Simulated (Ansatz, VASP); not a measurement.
# Two plane-wave programs on Mg

```xyz
2
Lattice="3.5395 0.0000 0.0000 -1.7697 3.0653 0.0000 0.0000 0.0000 5.4539" Properties=species:S:1:pos:R:3 pbc="T T T"
Mg    0.0000    2.0435    1.3635
Mg    1.7697    1.0218    4.0904
```

Alike in both runs: task single point; functional PBE; k mesh 6 × 6 × 4; occupations gaussian, width 0.1 eV; no spin polarisation.

|  | VASP | Ansatz |
| --- | --- | --- |
| version | VASP 6.6.1 | Ansatz 0.2.0 |
| potentials or method | VASP PAW PBE potentials, release 64 (Mg), cutoff 600 eV | scalar-relativistic, plane waves, PAW |
| valence electrons in the cell | 4 | 20 |

|  | VASP | Ansatz | Ansatz less VASP |
| --- | --- | --- | --- |
| gap on the k mesh at the Fermi level (eV) | none | none | - |
| pressure (GPa) | -5.6 | -5.5 | +0.09 |
| traceless stress, the component that is largest in VASP (GPa) | 0.56 | 0.56 | +0.002 |

A gap of «none» marks a metal or a gap that the smearing closes. VASP's potentials hold 4 valence electrons a cell and Ansatz's 20, so a difference there can come from the potentials and not from the codes.
